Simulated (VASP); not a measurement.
# Al in VASP: single point with PBE

Aim: the single point of Al with PBE.

Program: VASP 6.6.1. These are calculated values, not measurements. Logs are shortened: lines on timing, memory, paths and dates and some standing lists are left out, and cuts for length are marked.

### Step 1. The cell of the first run

The cell holds a slab with vacuum, 28 atoms: a = 8.573 Å, b = 8.573 Å, c = 19.000 Å, α = 90.00°, β = 90.00°, γ = 120.00°.

### Step 2. Single point, PBE

The input, INCAR:

```
SYSTEM = Al
ALGO = Normal
DIPOL = 0.5 0.5 0.209
EDIFF = 1E-7
ENCUT = 520
GGA = PE
IDIPOL = 3
ISIF = 2
ISMEAR = 0
LASPH = .True.
LCHARG = .False.
LDIPOL = .True.
LREAL = Auto
LWAVE = .False.
NBANDS = 62
NELM = 60
PREC = Accurate
SIGMA = 0.1
```

The input, KPOINTS:

```
k-points
0
Gamma
  4 4 1
  0 0 0
```

The input, POSCAR:

```
Al
1.0
    8.5732246061      0.0000000000      0.0000000000
   -4.2866123031      7.4246303012      0.0000000000
    0.0000000000      0.0000000000     19.0000085784
Al
28
Direct
    0.0000000000      0.0000000000      0.0789473328
    0.1110808049      0.2221616098      0.2010142470
    0.2284270212      0.1142135106      0.3231556821
    1.0000000000      0.3333333333      0.0789473328
    0.1110653441      0.5555326721      0.2011723194
    0.2226249596      0.4452499192      0.3238790442
    1.0000000000      0.6666666667      0.0789473328
    0.1110808049      0.8889191951      0.2010142470
    0.2226249596      0.7773750404      0.3238790442
    0.3333333333      1.0000000000      0.0789473328
    0.4448394532      0.2224197266      0.2007550323
    0.5553206207      0.1106412415      0.3214714444
    0.3333333333      0.3333333333      0.0789473328
    0.4444673279      0.5555326721      0.2011723194
    0.5553206207      0.4446793793      0.3214714444
    0.3333333333      0.6666666667      0.0789473328
    0.4444673279      0.8889346559      0.2011723194
    0.5547500808      0.7773750404      0.3238790442
    0.6666666667      1.0000000000      0.0789473328
    0.7775802734      0.2224197266      0.2007550323
    0.8857864894      0.1142135106      0.3231556821
    0.6666666667      0.3333333333      0.0789473328
    0.7775802734      0.5551605468      0.2007550323
    0.8893587585      0.4446793793      0.3214714444
    0.6666666667      0.6666666667      0.0789473328
    0.7778383902      0.8889191951      0.2010142470
    0.8857864894      0.7715729788      0.3231556821
    0.0000000000      0.0000000000      0.4341141746
```

Potentials or basis: VASP PAW PBE potentials, release 64 (Al).

Run with:

```sh
> cat potpaw_PBE.64/Al/POTCAR > POTCAR
> mpirun -np 1 vasp_std > vasp.out
```

OUTCAR:

```text
SYSTEM = Al
   EDIFF = 1E-7
   ENCUT = 520
   GGA = PE
   ISIF = 2
   ISMEAR = 0
   LASPH = .True.
   LREAL = Auto
   NELM = 60
   PREC = Accurate

 ion  position               nearest neighbor table
   1  0.000  0.000  0.079-   2 2.85  26 2.85   8 2.85  25 2.86  13 2.86   4 2.86   7 2.86  10 2.86
                            19 2.86
   2  0.111  0.222  0.201-   1 2.85  13 2.85   4 2.85  26 2.86   8 2.86  14 2.86   5 2.86  11 2.86
                            20 2.86  21 2.86   3 2.86   6 2.86
   3  0.228  0.114  0.323-  28 2.71  12 2.82  15 2.82  11 2.83   8 2.86   2 2.86   9 2.86   6 2.86
                            27 2.94  21 2.94
   4  0.000  0.333  0.079-  20 2.84   2 2.85   5 2.85  19 2.86   1 2.86  13 2.86  22 2.86  16 2.86
                             7 2.86
   5  0.111  0.556  0.201-  24 2.82   7 2.85   4 2.85  16 2.85   9 2.85   6 2.85  23 2.86  20 2.86
                             8 2.86   2 2.86  17 2.86  14 2.86
   6  0.223  0.445  0.324-  18 2.85   9 2.85  14 2.85   5 2.85  15 2.86  24 2.86   2 2.86  21 2.86
                             3 2.86
   7  0.000  0.667  0.079-  23 2.84   8 2.85   5 2.85  10 2.86   1 2.86  16 2.86  25 2.86  22 2.86
                             4 2.86
   8  0.111  0.889  0.201-   1 2.85   7 2.85  10 2.85   2 2.86  26 2.86   5 2.86  17 2.86  23 2.86
                            11 2.86   3 2.86  27 2.86   9 2.86
   9  0.223  0.777  0.324-   6 2.85  18 2.85   5 2.85  17 2.85  12 2.86  24 2.86   8 2.86   3 2.86
[... 22 lines left out ...]
                            17 2.86   5 2.86  26 2.86   2 2.86
  21  0.886  0.114  0.323-  28 2.71  24 2.82  12 2.82  20 2.83  26 2.86   2 2.86  18 2.86   6 2.86
                            27 2.94   3 2.94
  22  0.667  0.333  0.079-  20 2.84  23 2.84  11 2.84  19 2.86   4 2.86   7 2.86  10 2.86  25 2.86
                            13 2.86
  23  0.778  0.555  0.201-  24 2.83  15 2.83  27 2.83  22 2.84   7 2.84  25 2.84  11 2.85  20 2.85
                             5 2.86  14 2.86   8 2.86  26 2.86
  24  0.889  0.445  0.321-   5 2.82  27 2.82  21 2.82  23 2.83  20 2.83   9 2.86   6 2.86  12 2.86
                            15 2.86
  25  0.667  0.667  0.079-  23 2.84  26 2.85  14 2.85   1 2.86  19 2.86   7 2.86  13 2.86  22 2.86
                            16 2.86
  26  0.778  0.889  0.201-   1 2.85  25 2.85  19 2.85   2 2.86   8 2.86  14 2.86  17 2.86  23 2.86
                            20 2.86  21 2.86  27 2.86  18 2.86
  27  0.886  0.772  0.323-  28 2.71  24 2.82  15 2.82  23 2.83   8 2.86  26 2.86   9 2.86  18 2.86
                             3 2.94  21 2.94
  28  0.000  0.000  0.434-  27 2.71   3 2.71  21 2.71

  LATTYP: Found a hexagonal cell.
 ALAT       =     8.5732246061
 C/A-ratio  =     2.2162032901

  Lattice vectors:

 A1 = (   8.5732246061,   0.0000000000,   0.0000000000)
 A2 = (  -4.2866123031,   7.4246303012,   0.0000000000)
 A3 = (   0.0000000000,   0.0000000000,  19.0000085784)

Analysis of symmetry for initial positions (statically):
[... 174 lines left out ...]
   IMIX   =      4    mixing-type and parameters
     AMIX     =   0.40;   BMIX     =  1.00
     AMIX_MAG =   1.60;   BMIX_MAG =  1.00
  volume/ion in A,a.u.               =      43.19       291.48
  Fermi-wavevector in a.u.,A,eV,Ry     =   0.672941  1.271674  6.161393  0.452850
  Thomas-Fermi vector in A             =   1.749212
   LORBIT       =      0    0 simple, 1 ext, 2 COOP (PROOUT), +10 PAW based schemes
   GGA     = PE    functional components
   LHFCALC =     F    Hartree Fock is set to
   AEXX    =    0.0000 exact exchange contribution
   IVDW    =     0    specifies the selected vdW correction
   LEPSILON=     F    determine dielectric tensor
   LRPA    =     F    only Hartree local field effects (RPA)
 non-spin polarized calculation
 Gauss-broadening in eV      SIGMA  =   0.10
  energy-cutoff  :      520.00
  volume of cell :     1209.41
 maximum number of plane-waves:     32588
 NGX is ok and might be reduce to    64
   NGX = 31   NGY = 31   NGZ = 71

 dipolmoment           0.000000      0.000000     -0.003629 electrons x Angstroem

 number of electron      84.0000000 magnetization

 dipolmoment           0.000000      0.000000      0.089016 electrons x Angstroem

 Free energy of the ion-electron system (eV)
  ---------------------------------------------------
  ext. energy  EPLUGINS =         0.00000000
  ---------------------------------------------------
  free energy    TOTEN  =       -97.68837196 eV

  energy without entropy =      -97.62250575  energy(sigma->0) =      -97.65543885

 E-fermi :   0.5640     XC(G=0):  -4.9248

 val. band max:        0.5480337842   @ k =   0.0000   0.0000   0.0000
 cond. band min:       0.5917579825   @ k =   0.0000   0.0000   0.0000
 fundamental gap:      0.0437241983
 Fermi energy:         0.5639918422

 k-point     1 :       0.0000    0.0000    0.0000
  band No.  band energies     occupation
      1      -9.9491      2.00000
      2      -8.3063      2.00000
      3      -7.3170      2.00000
      4      -7.3157      2.00000
      5      -7.3157      2.00000
      6      -7.2924      2.00000
[... 217 lines left out ...]
     53       2.2322      0.00000
     54       2.3109      0.00000
 [bands above 54 left out]

------------------------ aborting loop because EDIFF is reached ----------------------------------------

 vacuum level on the upper side and lower side of the slab       (xc-potential included)        -0.126        -0.301

  FORCE on cell =-STRESS in cart. coord.  units (eV):
  Direction    XX          YY          ZZ          XY          YZ          ZX
  --------------------------------------------------------------------------------------
  -------------------------------------------------------------------------------------
  Total       -6.4008349     -6.4008349     -0.1103037      0.0000000      0.0000000      0.0000000
  in kB       -8.4795806     -8.4795806     -0.1461261      0.0000000      0.0000000      0.0000000
  external PRESSURE =      -5.7017625 kB  Pullay stress =       0.0000000 kB

 VOLUME and BASIS-vectors are now :
 -----------------------------------------------------------------------------
  energy-cutoff  :      520.00
  volume of cell :     1209.41
      direct lattice vectors                 reciprocal lattice vectors
     8.573224606  0.000000000  0.000000000     0.116642226  0.067343420  0.000000000
    -4.286612303  7.424630301  0.000000000     0.000000000  0.134686841  0.000000000
     0.000000000  0.000000000 19.000008578     0.000000000  0.000000000  0.052631555

 POSITION                                       TOTAL-FORCE (eV/Angst)
 -----------------------------------------------------------------------------------
      0.00000      0.00000      1.50000        -0.000000      0.000000     -0.022236
     -0.00000      1.64947      3.81927        -0.000000      0.001775     -0.000083
      1.46877      0.84799      6.13996         0.002227      0.001286     -0.000540
     -1.42887      2.47488      1.50000         0.065890     -0.066211      0.003590
     -1.42917      4.12462      3.82228        -0.002844     -0.001642      0.001549
     -0.00000      3.30582      6.15370         0.000000     -0.001092     -0.003050
[... 20 lines left out ...]
      4.28661      5.72864      6.13996         0.000000     -0.002572     -0.000540
      0.00000      0.00000      8.24817        -0.000000      0.000000     -0.000847
 -----------------------------------------------------------------------------------
    total drift:                               -0.000000      0.000000     -0.009371

  FREE ENERGIE OF THE ION-ELECTRON SYSTEM (eV)
  ---------------------------------------------------
  free  energy   TOTEN  =       -97.6883719580 eV

  energy  without entropy=      -97.6225057485  energy(sigma->0) =      -97.65543885

 vacuum level on the upper side and lower side of the slab         4.544         4.359
```

stdout:

```text
POSCAR found type information on POSCAR Al
 POSCAR found :  1 types and      28 ions
 scaLAPACK will be used
 LDA part: xc-table for (Slater+PW92), standard interpolation
 POSCAR, INCAR and KPOINTS ok, starting setup
 FFT: planning ... GRIDC
 FFT: planning ... GRID_SOFT
 FFT: planning ... GRID
 WAVECAR not read
 entering main loop
```

It took 9.8 min on 1 thread of Intel Xeon 6975P-C (Granite Rapids), shared host; peak memory 1.1 GiB.

What came out:

```yaml
Free_energy: -97.6884 eV
Largest_force: 0.093 eV/Å
Band_gap_on_the_k_mesh: zero (bands 42 and 43 overlap by 0.34 eV)
```

Forces on the atoms (eV/Å):
```
Al   0.000  0.000 -0.022
Al   0.000  0.002  0.000
Al   0.002  0.001 -0.001
Al   0.066 -0.066  0.004
Al  -0.003 -0.002  0.002
Al   0.000 -0.001 -0.003
Al  -0.024  0.090  0.004
Al   0.002 -0.001  0.000
Al  -0.001  0.001 -0.003
Al  -0.090 -0.024  0.004
Al   0.000  0.000  0.005
Al   0.000  0.000 -0.005
Al  -0.066 -0.066  0.004
Al   0.003 -0.002  0.002
Al   0.000  0.000 -0.005
Al   0.000  0.000 -0.015
Al   0.000  0.003  0.002
Al   0.001  0.001 -0.003
Al   0.090 -0.024  0.004
Al   0.000  0.000  0.005
Al  -0.002  0.001 -0.001
Al   0.000  0.000  0.022
Al   0.000  0.000  0.005
Al   0.000  0.000 -0.005
Al   0.024  0.090  0.004
Al  -0.002 -0.001  0.000
Al   0.000 -0.003 -0.001
Al   0.000  0.000 -0.001
```

The gap in the log of VASP goes by the Fermi energy; the results here count the filled bands.